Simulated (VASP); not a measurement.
# Rh in VASP: single point with LDA

Aim: the single point of Rh with LDA.

Everything below comes from runs of VASP 6.6.1. Logs are shortened: lines on timing, memory, paths and dates and some standing lists are left out, and cuts for length are marked.

### 1 The cell of the first run

The cell holds a slab with vacuum, 6 atoms: a = 2.654 Å, b = 2.654 Å, c = 25.836 Å, α = 90.00°, β = 90.00°, γ = 120.00°.

### 2 Single point, LDA

File INCAR:

```
PREC = Accurate
ENCUT = 400
EDIFF = 1E-6
ISMEAR = 0
SIGMA = 0.1
LREAL = F
LASPH = T
NELM = 120
ALGO = Normal
ISIF = 2
LWAVE = F
LCHARG = T
LDIPOL = T
IDIPOL = 3
DIPOL = 0.5 0.5 0.500
GGA = CA
LELF = T
LVHAR = T
LVACPOTAV = T
NBANDS = 54
GGA_COMPAT = F
NELMDL = -8
```

File KPOINTS:

```
Automatic mesh
0
Gamma
  15 15 1
```

File POSCAR:

```
Rh
1.0
    2.6542592381      0.0000000000      0.0000000000
   -1.3271296191      2.2986559285      0.0000000000
    0.0000000000      0.0000000000     25.8359679642
Rh
6
Direct
    0.6666666667      0.3333333333      0.2902929749
    0.3333333333      0.6666666667      0.3741757849
    0.0000000000      0.0000000000      0.4580585950
    0.6666666667      0.3333333333      0.5419414050
    0.3333333333      0.6666666667      0.6258242151
    0.0000000000      0.0000000000      0.7097070251
```

Potentials or basis: VASP PAW LDA potentials, release 64 (Rh_pv).

On the command line:

```bash
$ cat potpaw_LDA.64/Rh_pv/POTCAR > POTCAR
$ mpirun -np 1 vasp_std > vasp.out
```

OUTCAR:

```text
PREC = Accurate
   ENCUT = 400
   EDIFF = 1E-6
   ISMEAR = 0
   LREAL = F
   LASPH = T
   NELM = 120
   ISIF = 2
   GGA = CA
   NELMDL = -8

 ion  position               nearest neighbor table
   1  0.667  0.333  0.290-   2 2.65   2 2.65   2 2.65
   2  0.333  0.667  0.374-   1 2.65   1 2.65   1 2.65   3 2.65   3 2.65   3 2.65
   3  0.000  0.000  0.458-   4 2.65   4 2.65   4 2.65   2 2.65   2 2.65   2 2.65
   4  0.667  0.333  0.542-   3 2.65   3 2.65   3 2.65   5 2.65   5 2.65   5 2.65
   5  0.333  0.667  0.626-   6 2.65   6 2.65   6 2.65   4 2.65   4 2.65   4 2.65
   6  0.000  0.000  0.710-   5 2.65   5 2.65   5 2.65

  LATTYP: Found a hexagonal cell.
 ALAT       =     2.6542592381
 C/A-ratio  =     9.7337771659

  Lattice vectors:

 A1 = (   2.6542592381,   0.0000000000,   0.0000000000)
 A2 = (  -1.3271296191,   2.2986559285,   0.0000000000)
 A3 = (   0.0000000000,   0.0000000000,  25.8359679642)

Analysis of symmetry for initial positions (statically):
=====================================================================
 Subroutine PRICEL returns:
 Original cell was already a primitive cell.

 Routine SETGRP: Setting up the symmetry group for a
 hexagonal supercell.

 Subroutine GETGRP returns: Found 12 space group operations
 (whereof  6 operations were pure point group operations)
 out of a pool of 24 trial point group operations.

The static configuration has the point symmetry C_3v.
 The point group associated with its full space group is D_3d.

Analysis of symmetry for dynamics (positions and initial velocities):
=====================================================================
 Subroutine PRICEL returns:
 Original cell was already a primitive cell.

 Routine SETGRP: Setting up the symmetry group for a
 hexagonal supercell.

 Subroutine GETGRP returns: Found 12 space group operations
 (whereof  6 operations were pure point group operations)
 out of a pool of 24 trial point group operations.

The dynamic configuration has the point symmetry C_3v.
 The point group associated with its full space group is D_3d.

 Subroutine INISYM returns: Found 12 space group operations
 (whereof  6 operations are pure point group operations),
 and found     1 'primitive' translations

----------------------------------------------------------------------------------------

                                     Primitive cell

  volume of cell :     157.6312

  direct lattice vectors                    reciprocal lattice vectors
     2.654259238  0.000000000  0.000000000     0.376752951  0.217518418  0.000000000
    -1.327129619  2.298655929  0.000000000     0.000000000  0.435036835  0.000000000
     0.000000000  0.000000000 25.835967964     0.000000000  0.000000000  0.038705730

  length of vectors
     2.654259238  2.654259238 25.835967964     0.435036835  0.435036835  0.038705730

  position of ions in fractional coordinates (direct lattice)
     0.666666667  0.333333333  0.290292975
     0.333333333  0.666666667  0.374175785
     0.000000000  0.000000000  0.458058595
     0.666666667  0.333333333  0.541941405
     0.333333333  0.666666667  0.625824215
     0.000000000  0.000000000  0.709707025

  ion indices of the primitive-cell ions
   primitive index   ion index
                 1           1
                 2           2
                 3           3
                 4           4
                 5           5
                 6           6

----------------------------------------------------------------------------------------

 KPOINTS: Automatic mesh

Automatic generation of k-mesh.
 Grid dimensions read from file:
 generate k-points for:   15   15    1

 Generating k-lattice:

  Cartesian coordinates                     Fractional coordinates (reciprocal lattice)
     0.025116863  0.014501228  0.000000000     0.066666667  0.000000000  0.000000000
     0.000000000  0.029002456  0.000000000     0.000000000  0.066666667  0.000000000
     0.000000000  0.000000000  0.038705730     0.000000000  0.000000000  1.000000000

  Length of vectors
     0.029002456  0.029002456  0.038705730

  Shift w.r.t. Gamma in fractional coordinates (k-lattice)
     0.000000000  0.000000000  0.000000000

 Subroutine IBZKPT returns following result:
 ===========================================

 Found     27 irreducible k-points:

 Following reciprocal coordinates:
            Coordinates               Weight
  0.000000  0.000000  0.000000      1.000000
  0.066667  0.000000  0.000000      6.000000
  0.133333  0.000000  0.000000      6.000000
  0.200000  0.000000  0.000000      6.000000
  0.266667  0.000000  0.000000      6.000000
  0.333333  0.000000  0.000000      6.000000
[... 16 lines left out ...]
  0.333333  0.200000  0.000000     12.000000
  0.400000  0.200000  0.000000      6.000000
 [... further k-points ...]
   k-points           NKPTS =     27   k-points in BZ     NKDIM =     27   number of bands    NBANDS=     54
   number of dos      NEDOS =    301   number of ions     NIONS =      6
   total plane-waves  NPLWV =  58320
   dimension x,y,z NGX =    18 NGY =   18 NGZ =  180
   dimension x,y,z NGXF=    36 NGYF=   36 NGZF=  360
   ions per type =               6
   NGX,Y,Z   is equivalent  to a cutoff of  11.27, 11.27, 11.58 a.u.
   NGXF,Y,Z  is equivalent  to a cutoff of  22.55, 22.55, 23.16 a.u.
 SYSTEM =  unknown system
   PREC   = accura    normal or accurate (medium, high low for compatibility)
   ISTART =      0    job   : 0-new  1-cont  2-samecut
   ICHARG =      2    charge: 1-file 2-atom 10-const
   ISPIN  =      1    spin polarized calculation?
   LNONCOLLINEAR =      F non collinear calculations
   LSORBIT =      F    spin-orbit coupling
   LASPH  =      T    aspherical Exc in radial PAW
   ENCUT  =  400.0 eV  29.40 Ry    5.42 a.u.   4.33  4.33 42.13*2*pi/ulx,y,z
   NELM   =    120;   NELMIN=  2; NELMDL= -8     # of ELM steps
   EDIFF  = 0.1E-05   stopping-criterion for ELM
   LREAL  =      F    real-space projection
   EDIFFG = 0.1E-04   stopping-criterion for IOM
   NSW    =      0    number of steps for IOM
   IBRION =     -1    ionic relax: 0-MD 1-quasi-New 2-CG
   NFREE  =      0    steps in history (QN), initial steepest desc. (CG)
   ISIF   =      2    stress and relaxation
   ISYM   =      2    0-nonsym 1-usesym 2-fastsym
   POTIM  = 0.5000    time-step for ionic-motion
   TEBEG  =    0.0;   TEEND  =   0.0 temperature during run
   PSTRESS=    0.0 pullay stress
   NELECT =      90.0000    total number of electrons
   NUPDOWN=      -1.0000    fix difference up-down
   EMIN   =  10.00;   EMAX   =-10.00  energy-range for DOS
   EFERMI =   0.00;   METHOD = LEGACY
   ISMEAR =     0;   SIGMA  =   0.10  broadening in eV -4-tet -1-fermi 0-gaus
   EFERMI_NEDOS =   21; number of points for ismear=-14 and -15
   IALGO  =     38    algorithm
   IMIX   =      4    mixing-type and parameters
     AMIX     =   0.40;   BMIX     =  1.00
     AMIX_MAG =   1.60;   BMIX_MAG =  1.00
  volume/ion in A,a.u.               =      26.27       177.29
  Fermi-wavevector in a.u.,A,eV,Ry     =   1.358131  2.566495 25.096215  1.844520
  Thomas-Fermi vector in A             =   2.484990
   LORBIT       =      0    0 simple, 1 ext, 2 COOP (PROOUT), +10 PAW based schemes
   GGA     = CA    functional components
   LHFCALC =     F    Hartree Fock is set to
   AEXX    =    0.0000 exact exchange contribution
   IVDW    =     0    specifies the selected vdW correction
   LEPSILON=     F    determine dielectric tensor
   LRPA    =     F    only Hartree local field effects (RPA)
 non-spin polarized calculation
 Gauss-broadening in eV      SIGMA  =   0.10
  energy-cutoff  :      400.00
  volume of cell :      157.63
 maximum number of plane-waves:      2935
 NGX is ok and might be reduce to    18
   NGX =  9   NGY =  9   NGZ = 85

 dipolmoment           0.000000      0.000000     -0.000000 electrons x Angstroem

 number of electron      90.0000041 magnetization

 dipolmoment           0.000000      0.000000      0.000000 electrons x Angstroem

 Free energy of the ion-electron system (eV)
  ---------------------------------------------------
  ext. energy  EPLUGINS =         0.00000000
  ---------------------------------------------------
  free energy    TOTEN  =       -50.13382605 eV

  energy without entropy =      -50.09297635  energy(sigma->0) =      -50.11340120

 E-fermi :   3.5187     XC(G=0):  -8.1369

 val. band max:        3.5023509606   @ k =   0.4000   0.1333   0.0000
 cond. band min:       3.5233178896   @ k =   0.4667  -0.0000   0.0000
 fundamental gap:      0.0209669290
 Fermi energy:         3.5186814936

 k-point     1 :       0.0000    0.0000    0.0000
  band No.  band energies     occupation
      1     -43.5260      2.00000
      2     -43.3507      2.00000
      3     -43.1006      2.00000
      4     -42.8543      2.00000
      5     -42.8434      2.00000
      6     -42.8434      2.00000
[... 46 lines left out ...]
     53       4.0674      0.00000
     54       4.0674      0.00000

 k-point     2 :       0.0667    0.0000    0.0000
  band No.  band energies     occupation
      1     -43.5157      2.00000
      2     -43.3454      2.00000
      3     -43.1034      2.00000
      4     -42.8842      2.00000
      5     -42.8622      2.00000
      6     -42.8518      2.00000
[... 46 lines left out ...]
     53       4.0786      0.00000
     54       4.8596      0.00000

 k-point     3 :       0.1333    0.0000    0.0000
  band No.  band energies     occupation
      1     -43.4866      2.00000
      2     -43.3320      2.00000
      3     -43.1182      2.00000
      4     -42.9661      2.00000
      5     -42.9337      2.00000
      6     -42.9054      2.00000
[... 46 lines left out ...]
     53       4.7007      0.00000
     54       5.9325      0.00000
[... 1084 lines left out ...]
 k-point    23 :       0.3333    0.2000    0.0000
  band No.  band energies     occupation
      1     -43.4661      2.00000
      2     -43.4305      2.00000
      3     -43.3988      2.00000
      4     -43.3775      2.00000
      5     -43.2182      2.00000
      6     -43.1589      2.00000
[... 46 lines left out ...]
     53      10.1205      0.00000
     54      11.1401      0.00000

 k-point    24 :       0.4000    0.2000    0.0000
  band No.  band energies     occupation
      1     -43.4817      2.00000
      2     -43.4385      2.00000
      3     -43.4079      2.00000
      4     -43.3902      2.00000
      5     -43.1922      2.00000
      6     -43.1897      2.00000
[... 46 lines left out ...]
     53       9.9790      0.00000
     54      10.2772      0.00000

 [... further k-points ...]
[... 5 lines left out ...]
  --------------------------------------------------------------------------------------
  -------------------------------------------------------------------------------------
  Total       -3.6390049     -3.6390049     -2.2689831      0.0000000      0.0000000      0.0000000
  in kB      -36.9871759    -36.9871759    -23.0621505      0.0000000      0.0000000      0.0000000
  external PRESSURE =     -32.3455008 kB  Pullay stress =       0.0000000 kB

 VOLUME and BASIS-vectors are now :
 -----------------------------------------------------------------------------
  energy-cutoff  :      400.00
  volume of cell :      157.63
      direct lattice vectors                 reciprocal lattice vectors
     2.654259238  0.000000000  0.000000000     0.376752951  0.217518418  0.000000000
    -1.327129619  2.298655929  0.000000000     0.000000000  0.435036835  0.000000000
     0.000000000  0.000000000 25.835967964     0.000000000  0.000000000  0.038705730

 POSITION                                       TOTAL-FORCE (eV/Angst)
 -----------------------------------------------------------------------------------
      1.32713      0.76622      7.50000         0.000000      0.000000      0.337982
     -0.00000      1.53244      9.66719         0.000000      0.000000     -0.242352
      0.00000      0.00000     11.83439        -0.000000     -0.000000     -0.234696
      1.32713      0.76622     14.00158         0.000000     -0.000000      0.234696
     -0.00000      1.53244     16.16877        -0.000000     -0.000000      0.242352
      0.00000      0.00000     18.33597        -0.000000     -0.000000     -0.337982
 -----------------------------------------------------------------------------------
    total drift:                               -0.000000      0.000000      0.000000

  FREE ENERGIE OF THE ION-ELECTRON SYSTEM (eV)
  ---------------------------------------------------
  free  energy   TOTEN  =       -50.1338260535 eV

  energy  without entropy=      -50.0929763527  energy(sigma->0) =      -50.11340120

 vacuum level on the upper side and lower side of the slab         9.065         9.065
```

It took 12 min on 1 thread of Intel Xeon 8259CL, shared host; peak memory 0.25 GiB.

What came out:

```yaml
Free_energy: -50.1338 eV
Largest_force: 0.338 eV/Å
Band_gap_on_the_k_mesh: zero (bands 45 and 46 overlap by 1.78 eV)
```

Forces in eV/Å, atoms in the order of the input:
```
Rh   0.000  0.000  0.338
Rh   0.000  0.000 -0.242
Rh   0.000  0.000 -0.235
Rh   0.000  0.000  0.235
Rh   0.000  0.000  0.242
Rh   0.000  0.000 -0.338
```

Levels at points of the mesh, in eV from the Fermi level:
| k point | band 40 | band 41 | band 42 | band 43 | band 44 | band 45 | band 46 | band 47 | band 48 | band 49 |
| --- | --- | --- | --- | --- | --- | --- | --- | --- | --- | --- |
| (0.00, 0.00, 0.00) | -2.50 | -1.14 | -1.09 | -1.09 | -1.06 | -1.06 | -0.77 | -0.77 | -0.24 | -0.24 |

The gap in the log of VASP goes by the Fermi energy; the results here count the filled bands.